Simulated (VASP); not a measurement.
Input of a VASP 6.6.1 run:

INCAR

```
SYSTEM = TaN
ALGO = Normal ; EDIFF = 1E-6
ENCUT = 520 ; GGA = PS
ISIF = 2 ; ISMEAR = -1
LASPH = .TRUE. ; LCHARG = .FALSE.
LREAL = .FALSE. ; LWAVE = .FALSE.
NBANDS = 15 ; NELM = 60
PREC = Accurate ; SIGMA = 0.05
```

File KPOINTS:

```
k-points
0
G
  9 9 8
  0 0 0
```

Contents of POSCAR:

```
TaN
1.0
    2.8792400000      0.0000000000      0.0000000000
   -1.4396200000      2.4934949836      0.0000000000
    0.0000000000      0.0000000000      2.8830000000
Ta N
1 1
Direct
    0.0000000000      0.0000000000      0.5000000000
    0.6666666667      0.3333333333      0.0000000000
```

Potentials or basis: VASP PAW PBE potentials, release 64 (Ta_pv, N).

Run with:

```bash
$ cat potpaw_PBE.64/Ta_pv/POTCAR potpaw_PBE.64/N/POTCAR > POTCAR
$ mpirun -np 1 vasp_std > vasp.out
```

Q: Predict the band gap on the k mesh.

A: Zero (band 8 reaches 8.71 eV, above the bottom of band 9 at 8.37 eV).

Q: Estimate the pressure.

A: 10.7 GPa.

Stress tensor (GPa, compression positive):
```
14.67  0.00  0.00
 0.00 14.67  0.00
 0.00  0.00  2.73
```

Caveat: the PAW data sets were made with another functional, which shifts forces and pressure a little; spin-orbit coupling is left out, which moves the levels of the heavy elements.
